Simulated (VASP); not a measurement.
Cu, 1 atom in the cell. The structure is tetragonal, space group I4/mmm (No. 139). The conventional cell has a = 2.813 Å, b = 2.813 Å, c = 2.683 Å, α = 90.00°, β = 90.00°, γ = 90.00°. Within 3.2 Å of Cu (site symmetry 4/mmm) lie 14 Cu at 2.40 to 2.81 Å.  This cell differs from its parent crystal: strain -0.025 along x and y, -0.025 along z.

- Program: VASP 6.6.1
- Task: single point
- Functional: PBEsol
- Potentials or basis: VASP PAW PBE potentials, release 64 (Cu)
- Cutoff: 520 eV
- k mesh: 24 × 24 × 24
- Occupations: gaussian, width 0.15 eV
- Spin: no spin polarisation
- Dipole correction: no
- Further INCAR settings: ALGO = Normal; EDIFF = 1e-06; NBANDS = 12

Potentials or basis: VASP PAW PBE potentials, release 64 (Cu).

The run is started by

```console
$ cat potpaw_PBE.64/Cu/POTCAR > POTCAR
$ mpirun -np 1 vasp_std > vasp.out
```

Hardware: 1 thread of AMD EPYC 7R13 (shared host).

Problem. How long does it take, and how much memory?

Solution. Run time: 2.8 min on 1 thread of AMD EPYC 7R13 (shared host), peak memory 0.2 GiB. Counts: scf iterations 11, k points 1063.
